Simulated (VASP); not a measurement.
Wanted: the native input for a VASP 6.6.1 run.

* Task: single point
* Functional: r2SCAN
* Potentials or basis: VASP PAW PBE potentials, release 64 (Se)
* Cutoff: 520 eV
* k mesh: 6 × 6 × 6
* Occupations: gaussian, width 0.02 eV
* Spin: no spin polarisation
* Dipole correction: no
* Further INCAR settings: ALGO = Normal; EDIFF = 1e-07; NBANDS = 16

Crystal: Se.

```
Se
1.0
     4.64382    0.00000    0.00000
    -2.32191    4.02166    0.00000
     0.00000    0.00000    4.97843
Se
3
Direct
  0.21019 0.00000 0.33333
  0.00000 0.21019 0.66667
  0.78981 0.78981 0.00000
```

These files were run (other wordings do the same):

POSCAR

```
Se
1.0
    4.6438155873      0.0000000000      0.0000000000
   -2.3219077936      4.0216622691      0.0000000000
    0.0000000000      0.0000000000      4.9784274568
Se
3
Direct
    0.2101892838      0.0000000000      0.3333333333
    0.0000000000      0.2101892838      0.6666666667
    0.7898107162      0.7898107162      0.0000000000
```

INCAR.step1

```
SYSTEM = Se
ALGO = Normal
EDIFF = 1E-4
ENCUT = 520
GGA = PE
ISMEAR = 0
LASPH = .True.
LCHARG = .False.
LREAL = .False.
LWAVE = .True.
NBANDS = 16
NELM = 60
PREC = Accurate
SIGMA = 0.02
```

INCAR.step2

```
SYSTEM = Se
ALGO = Normal
EDIFF = 1E-7
ENCUT = 520
ISIF = 2
ISMEAR = 0
ISTART = 1
LASPH = .True.
LCHARG = .False.
LMIXTAU = .True.
LREAL = .False.
LWAVE = .False.
METAGGA = R2SCAN
NBANDS = 16
NELM = 60
PREC = Accurate
SIGMA = 0.02
```

KPOINTS

```
k-points
0
Gamma
  6 6 6
  0 0 0
```

Potentials or basis: VASP PAW PBE potentials, release 64 (Se).

Run with:

```bash
$ cat potpaw_PBE.64/Se/POTCAR > POTCAR
$ cp INCAR.step1 INCAR
$ mpirun -np 1 vasp_std > vasp.out
$ cp INCAR.step2 INCAR
$ mpirun -np 1 vasp_std > vasp.out
```

It gave:

The pressure is -0.4 GPa, the largest force is 0.006 eV/Å and the band gap on the k mesh is 1.45 eV (least direct gap 1.74 eV).

Caveat: the PAW data sets were made with another functional, which shifts forces and pressure a little.

Run time: 8.3 min on 1 thread of AMD EPYC 7R43 64-Core Processor (Zen 3), on a shared host, peak memory 0.19 GiB.
